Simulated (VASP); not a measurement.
# Bi (Fm-3m) in VASP: further runs, part 2 of 2

VASP 6.6.1.

## 4. Relaxation of cell and atoms, PBE, target pressure 44 GPa, at which the enthalpy is minimised

INCAR reads:

```
SYSTEM = Bi
PREC = Accurate
ENCUT = 600
EDIFF = 1E-7
ISMEAR = -1
SIGMA = 0.1
LREAL = .FALSE.
LASPH = .TRUE.
NELM = 100
ALGO = Normal
ISIF = 3
LWAVE = .FALSE.
LCHARG = .FALSE.
GGA = PE
IBRION = 2
NSW = 60
EDIFFG = -0.005
PSTRESS = 440.0
```

KPOINTS reads:

```
regular mesh
0
G
  15 15 15
  0 0 0
```

POSCAR reads:

```
Bi
1.0
    0.0000000000      2.2244373842      2.2244373842
    2.2244373842      0.0000000000      2.2244373842
    2.2244373842      2.2244373842      0.0000000000
Bi
1
Direct
    0.0000000000      0.0000000000      0.0000000000
```

Potentials or basis: VASP PAW PBE potentials, release 64 (Bi_d).

On the command line:

```sh
cat potpaw_PBE.64/Bi_d/POTCAR > POTCAR
mpirun -np 1 vasp_std > vasp.out
```

OUTCAR:

```text
SYSTEM = Bi
   PREC = Accurate
   ENCUT = 600
   EDIFF = 1E-7
   ISMEAR = -1
   LREAL = .FALSE.
   LASPH = .TRUE.
   NELM = 100
   ISIF = 3
   GGA = PE
   IBRION = 2
   NSW = 60
   EDIFFG = -0.005
   PSTRESS = 440.0

 ion  position               nearest neighbor table
   1  0.000  0.000  0.000-

  LATTYP: Found a face centered cubic cell.
 ALAT       =     4.4488747684

  Lattice vectors:

 A1 = (   0.0000000000,   2.2244373842,   2.2244373842)
 A2 = (   2.2244373842,   0.0000000000,   2.2244373842)
 A3 = (   2.2244373842,   2.2244373842,   0.0000000000)

Analysis of symmetry for initial positions (statically):
=====================================================================
 Subroutine PRICEL returns:
 Original cell was already a primitive cell.

 Routine SETGRP: Setting up the symmetry group for a
 face centered cubic supercell.

 Subroutine GETGRP returns: Found 48 space group operations
 (whereof 48 operations were pure point group operations)
 out of a pool of 48 trial point group operations.

The static configuration has the point symmetry O_h .

Analysis of symmetry for dynamics (positions and initial velocities):
=====================================================================
 Subroutine PRICEL returns:
 Original cell was already a primitive cell.

 Routine SETGRP: Setting up the symmetry group for a
 face centered cubic supercell.

 Subroutine GETGRP returns: Found 48 space group operations
 (whereof 48 operations were pure point group operations)
 out of a pool of 48 trial point group operations.

The dynamic configuration has the point symmetry O_h .

 Subroutine INISYM returns: Found 48 space group operations
 (whereof 48 operations are pure point group operations),
 and found     1 'primitive' translations

----------------------------------------------------------------------------------------

                                     Primitive cell

  volume of cell :      22.0136

  direct lattice vectors                    reciprocal lattice vectors
     0.000000000  2.224437384  2.224437384    -0.224775938  0.224775938  0.224775938
     2.224437384  0.000000000  2.224437384     0.224775938 -0.224775938  0.224775938
     2.224437384  2.224437384  0.000000000     0.224775938  0.224775938 -0.224775938

  length of vectors
     3.145829517  3.145829517  3.145829517     0.389323345  0.389323345  0.389323345

  position of ions in fractional coordinates (direct lattice)
     0.000000000  0.000000000  0.000000000

  ion indices of the primitive-cell ions
   primitive index   ion index
                 1           1

----------------------------------------------------------------------------------------

 KPOINTS: regular mesh

Automatic generation of k-mesh.
 Grid dimensions read from file:
 generate k-points for:   15   15   15

 Generating k-lattice:

  Cartesian coordinates                     Fractional coordinates (reciprocal lattice)
    -0.014985063  0.014985063  0.014985063     0.066666667  0.000000000  0.000000000
     0.014985063 -0.014985063  0.014985063     0.000000000  0.066666667  0.000000000
     0.014985063  0.014985063 -0.014985063     0.000000000  0.000000000  0.066666667

[... 39 lines left out ...]
   number of dos      NEDOS =    301   number of ions     NIONS =      1
   total plane-waves  NPLWV =  21952
   dimension x,y,z NGX =    28 NGY =   28 NGZ =   28
   dimension x,y,z NGXF=    56 NGYF=   56 NGZF=   56
   ions per type =               1
   NGX,Y,Z   is equivalent  to a cutoff of  14.80, 14.80, 14.80 a.u.
   NGXF,Y,Z  is equivalent  to a cutoff of  29.59, 29.59, 29.59 a.u.
 SYSTEM =  Bi
   PREC   = accura    normal or accurate (medium, high low for compatibility)
   ISTART =      0    job   : 0-new  1-cont  2-samecut
   ICHARG =      2    charge: 1-file 2-atom 10-const
   ISPIN  =      1    spin polarized calculation?
   LNONCOLLINEAR =      F non collinear calculations
   LSORBIT =      F    spin-orbit coupling
   LASPH  =      T    aspherical Exc in radial PAW
   ENCUT  =  600.0 eV  44.10 Ry    6.64 a.u.   6.28  6.28  6.28*2*pi/ulx,y,z
   NELM   =    100;   NELMIN=  2; NELMDL= -5     # of ELM steps
   EDIFF  = 0.1E-06   stopping-criterion for ELM
   LREAL  =      F    real-space projection
   EDIFFG = -.5E-02   stopping-criterion for IOM
   NSW    =     60    number of steps for IOM
   IBRION =      2    ionic relax: 0-MD 1-quasi-New 2-CG
   NFREE  =      1    steps in history (QN), initial steepest desc. (CG)
   ISIF   =      3    stress and relaxation
   ISYM   =      2    0-nonsym 1-usesym 2-fastsym
   POTIM  = 0.5000    time-step for ionic-motion
   TEBEG  =    0.0;   TEEND  =   0.0 temperature during run
   PSTRESS=  440.0 pullay stress
   NELECT =      15.0000    total number of electrons
   NUPDOWN=      -1.0000    fix difference up-down
   EMIN   =  10.00;   EMAX   =-10.00  energy-range for DOS
   EFERMI =   0.00;   METHOD = LEGACY
   ISMEAR =    -1;   SIGMA  =   0.10  broadening in eV -4-tet -1-fermi 0-gaus
   EFERMI_NEDOS =   21; number of points for ismear=-14 and -15
   IALGO  =     38    algorithm
   IMIX   =      4    mixing-type and parameters
     AMIX     =   0.40;   BMIX     =  1.00
     AMIX_MAG =   1.60;   BMIX_MAG =  1.00
  volume/ion in A,a.u.               =      22.01       148.55
  Fermi-wavevector in a.u.,A,eV,Ry     =   1.440594  2.722329 28.236338  2.075312
  Thomas-Fermi vector in A             =   2.559321
   LORBIT       =      0    0 simple, 1 ext, 2 COOP (PROOUT), +10 PAW based schemes
   GGA     = PE    functional components
   LHFCALC =     F    Hartree Fock is set to
   AEXX    =    0.0000 exact exchange contribution
   IVDW    =     0    specifies the selected vdW correction
   LEPSILON=     F    determine dielectric tensor
   LRPA    =     F    only Hartree local field effects (RPA)
 conjugate gradient relaxation of ions
 non-spin polarized calculation
  energy-cutoff  :      600.00
  volume of cell :       22.01
 maximum number of plane-waves:       751
 NGX is ok and might be reduce to    28
   NGX = 13   NGY = 13   NGZ = 13

--------------------------------------- Ionic step        1  -------------------------------------------

 number of electron      14.9999999 magnetization

 Free energy of the ion-electron system (eV)
  ---------------------------------------------------
  ext. energy  EPLUGINS =         0.00000000
  ---------------------------------------------------
  free energy    TOTEN  =        -2.76242705 eV

  energy without entropy =       -2.74709663  energy(sigma->0) =       -2.75476184

------------------------ aborting loop because EDIFF is reached ----------------------------------------

  FORCE on cell =-STRESS in cart. coord.  units (eV):
  Direction    XX          YY          ZZ          XY          YZ          ZX
  --------------------------------------------------------------------------------------
  -------------------------------------------------------------------------------------
  Total        6.1014504      6.1014504      6.1014504      0.0000000     -0.0000000     -0.0000000
  in kB      444.0717209    444.0717209    444.0717209      0.0000000     -0.0000000     -0.0000000
  external PRESSURE =       4.0717209 kB  Pullay stress =     440.0000000 kB
[... 61 lines left out ...]
--------------------------------------- Ionic step        3  -------------------------------------------

 number of electron      14.9999999 magnetization

 Free energy of the ion-electron system (eV)
  ---------------------------------------------------
  ext. energy  EPLUGINS =         0.00000000
  ---------------------------------------------------
  free energy    TOTEN  =        -2.77328695 eV

  energy without entropy =       -2.75796277  energy(sigma->0) =       -2.76562486

 E-fermi :  13.1278     XC(G=0): -12.0515

 val. band max:       13.1164653687   @ k =   0.4667   0.4000   0.0667
 cond. band min:      13.1791972462   @ k =  -0.4667   0.2000   0.0000
 fundamental gap:      0.0627318775
 Fermi energy:        13.1277635047

 k-point     1 :       0.0000    0.0000    0.0000
  band No.  band energies     occupation
      1     -10.5020      2.00000
      2     -10.5020      2.00000
      3     -10.5020      2.00000
      4     -10.2756      2.00000
      5     -10.2756      2.00000
      6      -3.5536      2.00000
      7      20.6039      0.00000
      8      20.6039      0.00000
      9      20.6039      0.00000
     10      21.5972      0.00000
     11      26.0425      0.00000
[... 309 lines left out ...]
 k-point    24 :       0.2000    0.1333    0.0000
  band No.  band energies     occupation
      1     -10.5590      2.00000
      2     -10.3969      2.00000
      3     -10.3917      2.00000
      4     -10.3360      2.00000
      5     -10.2229      2.00000
      6      -2.5395      2.00000
      7      15.9018      0.00000
      8      17.7507      0.00000
      9      18.4347      0.00000
     10      20.9625      0.00000
     11      22.4716      0.00000

 [... further k-points ...]
[... 5 lines left out ...]
  --------------------------------------------------------------------------------------
  -------------------------------------------------------------------------------------
  Total        6.0567471      6.0567471      6.0567471      0.0000000     -0.0000000      0.0000000
  in kB      440.0312558    440.0312558    440.0312558      0.0000000     -0.0000000      0.0000000
  external PRESSURE =       0.0312558 kB  Pullay stress =     440.0000000 kB
[... 20 lines left out ...]
  energy  without entropy=       -2.7579627668  energy(sigma->0) =       -2.76562486

  enthalpy is  TOTEN    =         3.2830299136 eV   P V=        6.0563168669

 reached required accuracy - stopping structural energy minimisation
```

Run time: 2.6 min. Hardware: 1 thread of Intel Xeon 8259CL, shared host; peak memory 0.18 GiB.

Results:

* Free energy: -2.7733 eV
* Relaxed volume: 22.05 Å³/atom
* Relaxed cell: a = 3.148 Å, b = 3.148 Å, c = 3.148 Å, α = 60.00°, β = 60.00°, γ = 60.00°
* Space group after relaxing (to 0.05 Å): Fm-3m (No. 225)
* Energy change on relaxing (the enthalpy is what falls): -10.9 meV/atom
* Ionic steps: 3
* Pressure after relaxing: 44.0 GPa

Step by step:
```tsv
step	energy change (eV)	largest force (eV/Å)	pressure (GPa)	volume (Å³)
1	0.0000	0.0000	44.41	22.01
2	-0.0485	0.0000	42.61	22.19
3	-0.0109	0.0000	44.00	22.05
```

Final structure:
```xyz
1
Lattice="0.0000 2.2258 2.2258 2.2258 0.0000 2.2258 2.2258 2.2258 0.0000" Properties=species:S:1:pos:R:3 pbc="T T T"
Bi    0.0000    0.0000    0.0000
```

Levels at points of the mesh, in eV from the Fermi level:
```csv
k point,band 4,band 5,band 6,band 7,band 8,band 9,band 10,band 11
"(0.00, 0.00, 0.00)",-23.40,-23.40,-16.68,7.48,7.48,7.48,8.47,12.91
```

Caveat: the cell is relaxed towards a set pressure, so the enthalpy falls and the energy may rise; spin-orbit coupling is left out, which moves the levels of the heavy elements.
